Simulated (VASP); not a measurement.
# BN (P4_2/mnm) in VASP: notebook

Runs on BN. Level: PBEsol. Tasks: single point.

Everything below comes from runs of VASP 6.6.1. Logs are shortened: lines on timing, memory, paths and dates and some standing lists are left out, and cuts for length are marked.

## Step 1: The cell of the first run

Symmetry: P4_2/mnm, No. 136, tetragonal system. The conventional cell has a = 4.266 Å, b = 4.266 Å, c = 2.386 Å, α = 90.00°, β = 90.00°, γ = 90.00°. B (site symmetry m2m) has 4 N at 1.46 to 1.54 Å within 1.9 Å. Within 1.9 Å of N (site symmetry m2m) lie 4 B at 1.46 to 1.54 Å.

## Step 2: Single point, PBEsol

The input, INCAR:

```
PREC = Accurate ; ENCUT = 520
EDIFF = 1E-6 ; ISMEAR = 0
SIGMA = 0.05 ; LREAL = False
LASPH = True ; NELM = 60
ALGO = Normal ; ISIF = 2
LWAVE = False ; LCHARG = False
GGA = PS ; NBANDS = 26
```

The input, KPOINTS:

```
Automatic mesh
0
Gamma
  6 6 10
```

The input, POSCAR:

```
BN
1.0
    4.2663000000      0.0000000000      0.0000000000
    0.0000000000      4.2663000000      0.0000000000
    0.0000000000      0.0000000000      2.3858000000
B N
4 4
Direct
    0.1741337327      0.8258662673      0.5000000000
    0.3258662673      0.3258662673      0.0000000000
    0.6741337327      0.6741337327      0.0000000000
    0.8258662673      0.1741337327      0.5000000000
    0.8123909516      0.8123909516      0.5000000000
    0.3123909516      0.6876090484      0.0000000000
    0.6876090484      0.3123909516      0.0000000000
    0.1876090484      0.1876090484      0.5000000000
```

Potentials or basis: VASP PAW PBE potentials, release 64 (B, N).

Command:

```
> cat potpaw_PBE.64/B/POTCAR potpaw_PBE.64/N/POTCAR > POTCAR
> mpirun -np 1 vasp_std > vasp.out
```

OUTCAR:

```text
PREC = Accurate
   ENCUT = 520
   EDIFF = 1E-6
   ISMEAR = 0
   LREAL = False
   LASPH = True
   NELM = 60
   ISIF = 2
   GGA = PS

 ion  position               nearest neighbor table
   1  0.174  0.826  0.500-   6 1.46   6 1.46   8 1.54   5 1.54   4 2.10
   2  0.326  0.326  0.000-   8 1.46   8 1.46   6 1.54   7 1.54   3 2.10
   3  0.674  0.674  0.000-   5 1.46   5 1.46   7 1.54   6 1.54   2 2.10
   4  0.826  0.174  0.500-   7 1.46   7 1.46   8 1.54   5 1.54   1 2.10
   5  0.812  0.812  0.500-   3 1.46   3 1.46   4 1.54   1 1.54
   6  0.312  0.688  0.000-   1 1.46   1 1.46   3 1.54   2 1.54
   7  0.688  0.312  0.000-   4 1.46   4 1.46   2 1.54   3 1.54
   8  0.188  0.188  0.500-   2 1.46   2 1.46   4 1.54   1 1.54

  LATTYP: Found a simple tetragonal cell.
 ALAT       =     4.2663000000
 C/A-ratio  =     0.5592199330

  Lattice vectors:

 A1 = (   4.2663000000,   0.0000000000,   0.0000000000)
 A2 = (   0.0000000000,   4.2663000000,   0.0000000000)
 A3 = (   0.0000000000,   0.0000000000,   2.3858000000)

Analysis of symmetry for initial positions (statically):
=====================================================================
 Subroutine PRICEL returns:
 Original cell was already a primitive cell.

 Routine SETGRP: Setting up the symmetry group for a
 simple tetragonal supercell.

 Subroutine GETGRP returns: Found 16 space group operations
 (whereof  8 operations were pure point group operations)
 out of a pool of 16 trial point group operations.

The static configuration has the point symmetry D_2h.
 The point group associated with its full space group is D_4h.

Analysis of symmetry for dynamics (positions and initial velocities):
=====================================================================
 Subroutine PRICEL returns:
 Original cell was already a primitive cell.

 Routine SETGRP: Setting up the symmetry group for a
 simple tetragonal supercell.

 Subroutine GETGRP returns: Found 16 space group operations
 (whereof  8 operations were pure point group operations)
 out of a pool of 16 trial point group operations.

The dynamic configuration has the point symmetry D_2h.
 The point group associated with its full space group is D_4h.

 Subroutine INISYM returns: Found 16 space group operations
 (whereof  8 operations are pure point group operations),
 and found     1 'primitive' translations

----------------------------------------------------------------------------------------

                                     Primitive cell

  volume of cell :      43.4247

  direct lattice vectors                    reciprocal lattice vectors
     4.266300000  0.000000000  0.000000000     0.234395143  0.000000000  0.000000000
     0.000000000  4.266300000  0.000000000     0.000000000  0.234395143  0.000000000
     0.000000000  0.000000000  2.385800000     0.000000000  0.000000000  0.419146617

  length of vectors
     4.266300000  4.266300000  2.385800000     0.234395143  0.234395143  0.419146617

  position of ions in fractional coordinates (direct lattice)
     0.174133733  0.825866267  0.500000000
     0.325866267  0.325866267  0.000000000
     0.674133733  0.674133733  0.000000000
     0.825866267  0.174133733  0.500000000
     0.812390952  0.812390952  0.500000000
     0.312390952  0.687609048  0.000000000
     0.687609048  0.312390952  0.000000000
     0.187609048  0.187609048  0.500000000

  ion indices of the primitive-cell ions
   primitive index   ion index
                 1           1
                 2           2
                 3           3
                 4           4
                 5           5
                 6           6
                 7           7
                 8           8

----------------------------------------------------------------------------------------

 KPOINTS: Automatic mesh

Automatic generation of k-mesh.
 Grid dimensions read from file:
 generate k-points for:    6    6   10

 Generating k-lattice:

  Cartesian coordinates                     Fractional coordinates (reciprocal lattice)
     0.039065857  0.000000000  0.000000000     0.166666667  0.000000000  0.000000000
     0.000000000  0.039065857  0.000000000     0.000000000  0.166666667  0.000000000
     0.000000000  0.000000000  0.041914662     0.000000000  0.000000000  0.100000000

  Length of vectors
     0.039065857  0.039065857  0.041914662

  Shift w.r.t. Gamma in fractional coordinates (k-lattice)
     0.000000000  0.000000000  0.000000000

 Subroutine IBZKPT returns following result:
 ===========================================

 Found     60 irreducible k-points:

 Following reciprocal coordinates:
            Coordinates               Weight
  0.000000  0.000000  0.000000      1.000000
  0.166667  0.000000  0.000000      4.000000
  0.333333  0.000000  0.000000      4.000000
  0.500000  0.000000  0.000000      2.000000
  0.166667  0.166667  0.000000      4.000000
  0.333333  0.166667  0.000000      8.000000
[... 16 lines left out ...]
  0.333333  0.000000  0.200000      8.000000
  0.500000  0.000000  0.200000      4.000000
 [... further k-points ...]
   k-points           NKPTS =     60   k-points in BZ     NKDIM =     60   number of bands    NBANDS=     26
   number of dos      NEDOS =    301   number of ions     NIONS =      8
   total plane-waves  NPLWV =  18432
   dimension x,y,z NGX =    32 NGY =   32 NGZ =   18
   dimension x,y,z NGXF=    64 NGYF=   64 NGZF=   36
   ions per type =               4   4
   NGX,Y,Z   is equivalent  to a cutoff of  12.47, 12.47, 12.54 a.u.
   NGXF,Y,Z  is equivalent  to a cutoff of  24.94, 24.94, 25.09 a.u.
 SYSTEM =  unknown system
   PREC   = accura    normal or accurate (medium, high low for compatibility)
   ISTART =      0    job   : 0-new  1-cont  2-samecut
   ICHARG =      2    charge: 1-file 2-atom 10-const
   ISPIN  =      1    spin polarized calculation?
   LNONCOLLINEAR =      F non collinear calculations
   LSORBIT =      F    spin-orbit coupling
   LASPH  =      T    aspherical Exc in radial PAW
   ENCUT  =  520.0 eV  38.22 Ry    6.18 a.u.   7.93  7.93  4.44*2*pi/ulx,y,z
   NELM   =     60;   NELMIN=  2; NELMDL= -5     # of ELM steps
   EDIFF  = 0.1E-05   stopping-criterion for ELM
   LREAL  =      F    real-space projection
   EDIFFG = 0.1E-04   stopping-criterion for IOM
   NSW    =      0    number of steps for IOM
   IBRION =     -1    ionic relax: 0-MD 1-quasi-New 2-CG
   NFREE  =      0    steps in history (QN), initial steepest desc. (CG)
   ISIF   =      2    stress and relaxation
   ISYM   =      2    0-nonsym 1-usesym 2-fastsym
   POTIM  = 0.5000    time-step for ionic-motion
   TEBEG  =    0.0;   TEEND  =   0.0 temperature during run
   PSTRESS=    0.0 pullay stress
   NELECT =      32.0000    total number of electrons
   NUPDOWN=      -1.0000    fix difference up-down
   EMIN   =  10.00;   EMAX   =-10.00  energy-range for DOS
   EFERMI =   0.00;   METHOD = LEGACY
   ISMEAR =     0;   SIGMA  =   0.05  broadening in eV -4-tet -1-fermi 0-gaus
   EFERMI_NEDOS =   21; number of points for ismear=-14 and -15
   IALGO  =     38    algorithm
   IMIX   =      4    mixing-type and parameters
     AMIX     =   0.40;   BMIX     =  1.00
     AMIX_MAG =   1.60;   BMIX_MAG =  1.00
  volume/ion in A,a.u.               =       5.43        36.63
  Fermi-wavevector in a.u.,A,eV,Ry     =   1.478697  2.794332 29.749752  2.186545
  Thomas-Fermi vector in A             =   2.592946
   LORBIT       =      0    0 simple, 1 ext, 2 COOP (PROOUT), +10 PAW based schemes
   GGA     = PS    functional components
   LHFCALC =     F    Hartree Fock is set to
   AEXX    =    0.0000 exact exchange contribution
   IVDW    =     0    specifies the selected vdW correction
   LEPSILON=     F    determine dielectric tensor
   LRPA    =     F    only Hartree local field effects (RPA)
 non-spin polarized calculation
 Gauss-broadening in eV      SIGMA  =   0.05
  energy-cutoff  :      520.00
  volume of cell :       43.42
 maximum number of plane-waves:      1188
 NGX is ok and might be reduce to    32

 number of electron      31.9999988 magnetization

 Free energy of the ion-electron system (eV)
  ---------------------------------------------------
  ext. energy  EPLUGINS =         0.00000000
  ---------------------------------------------------
  free energy    TOTEN  =       -71.39444462 eV

  energy without entropy =      -71.39444462  energy(sigma->0) =      -71.39444462

 E-fermi :   8.6618     XC(G=0): -13.3266

 val. band max:        8.3865593289   @ k =   0.0000   0.0000   0.0000
 cond. band min:      12.8949566819   @ k =   0.0000   0.0000   0.3000
 fundamental gap:      4.5083973530
 Fermi energy:         8.6617937770

 k-point     1 :       0.0000    0.0000    0.0000
  band No.  band energies     occupation
      1     -13.1276      2.00000
      2      -8.6105      2.00000
      3      -8.6105      2.00000
      4      -8.4098      2.00000
      5      -2.3086      2.00000
      6      -2.1868      2.00000
[... 18 lines left out ...]
     25      20.9972      0.00000
     26      22.8129      0.00000

 k-point     2 :       0.1667    0.0000    0.0000
  band No.  band energies     occupation
      1     -12.9704      2.00000
      2      -9.6040      2.00000
      3      -8.5083      2.00000
      4      -7.7837      2.00000
      5      -2.6317      2.00000
      6      -1.6255      2.00000
[... 18 lines left out ...]
     25      21.2197      0.00000
     26      22.3428      0.00000

 k-point     3 :       0.3333    0.0000    0.0000
  band No.  band energies     occupation
      1     -12.5043      2.00000
      2     -10.7488      2.00000
      3      -8.2268      2.00000
      4      -7.6146      2.00000
      5      -2.8622      2.00000
      6      -1.6516      2.00000
[... 18 lines left out ...]
     25      21.1729      0.00000
     26      21.8794      0.00000

 k-point     4 :       0.5000    0.0000    0.0000
  band No.  band energies     occupation
      1     -11.7488      2.00000
      2     -11.7488      2.00000
      3      -7.8591      2.00000
      4      -7.8591      2.00000
      5      -2.5070      2.00000
      6      -2.5070      2.00000
[... 18 lines left out ...]
     25      21.4983      0.00000
     26      21.4983      0.00000

 k-point     5 :       0.1667    0.1667    0.0000
  band No.  band energies     occupation
      1     -12.8149      2.00000
      2      -9.7886      2.00000
      3      -8.9234      2.00000
      4      -7.5689      2.00000
      5      -2.6386      2.00000
      6      -1.3409      2.00000
[... 18 lines left out ...]
     25      21.1514      0.00000
     26      22.5848      0.00000

 k-point     6 :       0.3333    0.1667    0.0000
  band No.  band energies     occupation
      1     -12.3548      2.00000
      2     -10.6648      2.00000
      3      -8.7886      2.00000
      4      -7.7740      2.00000
      5      -2.4597      2.00000
      6      -0.9924      2.00000
[... 427 lines left out ...]
 k-point    21 :       0.0000    0.0000    0.2000
  band No.  band energies     occupation
      1     -12.3936      2.00000
      2      -8.0316      2.00000
      3      -8.0316      2.00000
      4      -7.9229      2.00000
      5      -2.2436      2.00000
      6      -1.3184      2.00000
[... 18 lines left out ...]
     25      22.2222      0.00000
     26      23.1680      0.00000

 k-point    22 :       0.1667    0.0000    0.2000
  band No.  band energies     occupation
      1     -12.2399      2.00000
      2      -8.9913      2.00000
      3      -7.9397      2.00000
      4      -7.3250      2.00000
      5      -2.2910      2.00000
      6      -0.8541      2.00000
[... 18 lines left out ...]
     25      22.1152      0.00000
     26      23.1236      0.00000

 k-point    23 :       0.3333    0.0000    0.2000
  band No.  band energies     occupation
      1     -11.7847      2.00000
      2     -10.0833      2.00000
      3      -7.6894      2.00000
      4      -7.1684      2.00000
      5      -2.2962      2.00000
      6      -1.1107      2.00000
[... 18 lines left out ...]
     25      21.7706      0.00000
     26      22.9963      0.00000

 k-point    24 :       0.5000    0.0000    0.2000
  band No.  band energies     occupation
      1     -11.0495      2.00000
      2     -11.0495      2.00000
      3      -7.3710      2.00000
      4      -7.3710      2.00000
      5      -1.9114      2.00000
      6      -1.9114      2.00000
[... 18 lines left out ...]
     25      21.9217      0.00000
     26      21.9217      0.00000

 [... further k-points ...]

------------------------ aborting loop because EDIFF is reached ----------------------------------------

  FORCE on cell =-STRESS in cart. coord.  units (eV):
  Direction    XX          YY          ZZ          XY          YZ          ZX
  --------------------------------------------------------------------------------------
  -------------------------------------------------------------------------------------
  Total       12.0520518     12.0520518     23.8447622     -0.0000000      0.0000000      0.0000000
  in kB      444.6668514    444.6668514    879.7651659     -0.0000000      0.0000000      0.0000000
  external PRESSURE =     589.6996229 kB  Pullay stress =       0.0000000 kB

 VOLUME and BASIS-vectors are now :
 -----------------------------------------------------------------------------
  energy-cutoff  :      520.00
  volume of cell :       43.42
      direct lattice vectors                 reciprocal lattice vectors
     4.266300000  0.000000000  0.000000000     0.234395143  0.000000000  0.000000000
     0.000000000  4.266300000  0.000000000     0.000000000  0.234395143  0.000000000
     0.000000000  0.000000000  2.385800000     0.000000000  0.000000000  0.419146617

 POSITION                                       TOTAL-FORCE (eV/Angst)
 -----------------------------------------------------------------------------------
      0.74291      3.52339      1.19290        -0.314251      0.314251      0.000000
      1.39024      1.39024      0.00000         0.314251      0.314251      0.000000
      2.87606      2.87606      0.00000        -0.314251     -0.314251     -0.000000
      3.52339      0.74291      1.19290         0.314251     -0.314251     -0.000000
      3.46590      3.46590      1.19290         0.205857      0.205857      0.000000
      1.33275      2.93355      0.00000         0.205857     -0.205857      0.000000
      2.93355      1.33275      0.00000        -0.205857      0.205857      0.000000
      0.80040      0.80040      1.19290        -0.205857     -0.205857     -0.000000
 -----------------------------------------------------------------------------------
    total drift:                                0.000000     -0.000000     -0.000000

  FREE ENERGIE OF THE ION-ELECTRON SYSTEM (eV)
  ---------------------------------------------------
  free  energy   TOTEN  =       -71.3944446186 eV

  energy  without entropy=      -71.3944446186  energy(sigma->0) =      -71.39444462
```

Run time: 17 s. Hardware: 1 thread of Intel Xeon 6975P-C (Granite Rapids), shared host; peak memory 0.17 GiB.

What came out:

- Free energy: -71.3944 eV
- Pressure: 59.0 GPa
- Largest force: 0.444 eV/Å
- Band gap on the k mesh: 4.51 eV, indirect (least direct gap 5.81 eV)

Forces on the atoms (eV/Å):
```
B   -0.314  0.314  0.000
B    0.314  0.314  0.000
B   -0.314 -0.314  0.000
B    0.314 -0.314  0.000
N    0.206  0.206  0.000
N    0.206 -0.206  0.000
N   -0.206  0.206  0.000
N   -0.206 -0.206  0.000
```

Stress tensor (GPa, compression positive):
```
44.47  0.00  0.00
 0.00 44.47  0.00
 0.00  0.00 87.98
```

Levels at points of the mesh, in eV from the valence-band top:
```
           k point  band 13  band 14  band 15  band 16  band 17  band 18  band 19  band 20
(0.00, 0.00, 0.00)    -0.18    -0.09     0.00     0.00     8.55     8.66     8.74     8.74
(0.50, 0.00, 0.00)    -1.37    -1.37    -1.26    -1.26     8.54     8.54     9.36     9.36
(0.50, 0.50, 0.00)    -3.03    -3.03    -2.38    -2.38     7.92     7.92     9.65     9.65
(0.00, 0.00, 0.50)    -4.77    -4.77    -3.68    -3.68     6.47     6.47    10.92    10.92
(0.50, 0.00, 0.50)    -3.98    -3.98    -2.55    -2.55     7.25     7.25     9.14     9.14
(0.50, 0.50, 0.50)    -3.27    -3.27    -2.83    -2.83     6.59     6.59     7.60     7.60
```

Caveat: the PAW data sets were made with another functional, which shifts forces and pressure a little.

## Step 3: Single point, PBEsol

This run uses another cell than the first one, of the same volume but with other edges.

The input, INCAR:

```
PREC = Accurate
ENCUT = 520
EDIFF = 1E-6
ISMEAR = 0
SIGMA = 0.05
LREAL = False
LASPH = True
NELM = 100
ALGO = Normal
ISIF = 2
LWAVE = False
LCHARG = False
GGA = PS
NBANDS = 26
```

The input, KPOINTS:

```
regular mesh
0
Gamma
  6 6 10
```

POSCAR: that of step 2 with these lines changed.

```diff
@@ -2,5 +2,5 @@
 1.0
-    4.2663000000      0.0000000000      0.0000000000
-    0.0000000000      4.2663000000      0.0000000000
-    0.0000000000      0.0000000000      2.3858000000
+    4.3323000000      0.0000000000      0.0000000000
+    0.0000000000      4.3323000000      0.0000000000
+    0.0000000000      0.0000000000      2.3096000000
 B N
```

Potentials or basis: VASP PAW PBE potentials, release 64 (B, N).

Command:

```
> cat potpaw_PBE.64/B/POTCAR potpaw_PBE.64/N/POTCAR > POTCAR
> mpirun -np 1 vasp_std > vasp.out
```

Run time: 17 s. Hardware: 1 thread of Intel Xeon 6975P-C (Granite Rapids), shared host; peak memory 0.17 GiB.

Results (log left out):

* Free energy: -70.7418 eV
* Pressure: 64.4 GPa
* Largest force: 1.110 eV/Å
* Band gap on the k mesh: 4.31 eV, indirect (least direct gap 5.86 eV)

Forces on the atoms (eV/Å):
```
B   -0.686  0.686  0.000
B    0.686  0.686  0.000
B   -0.686 -0.686  0.000
B    0.686 -0.686  0.000
N    0.785  0.785  0.000
N    0.785 -0.785  0.000
N   -0.785  0.785  0.000
N   -0.785 -0.785  0.000
```

Stress tensor (GPa, compression positive):
```
 30.49   0.00   0.00
  0.00  30.49   0.00
  0.00   0.00 132.08
```

Levels at points of the mesh, in eV from the valence-band top:
| k point | band 13 | band 14 | band 15 | band 16 | band 17 | band 18 | band 19 | band 20 |
| --- | --- | --- | --- | --- | --- | --- | --- | --- |
| (0.00, 0.00, 0.00) | -0.34 | -0.34 | -0.10 | 0.00 | 7.84 | 7.84 | 8.40 | 8.68 |
| (0.50, 0.00, 0.00) | -1.61 | -1.61 | -0.98 | -0.98 | 7.80 | 7.80 | 9.08 | 9.08 |
| (0.50, 0.50, 0.00) | -2.53 | -2.53 | -1.97 | -1.97 | 7.48 | 7.48 | 10.22 | 10.22 |
| (0.00, 0.00, 0.50) | -4.98 | -4.98 | -3.69 | -3.69 | 6.27 | 6.27 | 10.50 | 10.50 |
| (0.50, 0.00, 0.50) | -3.94 | -3.94 | -2.87 | -2.87 | 7.01 | 7.01 | 8.79 | 8.79 |
| (0.50, 0.50, 0.50) | -3.23 | -3.23 | -3.02 | -3.02 | 6.38 | 6.38 | 7.16 | 7.16 |

Caveat: the PAW data sets were made with another functional, which shifts forces and pressure a little. A k mesh can miss the band edges.

(Part 1 of 2 ends here.)
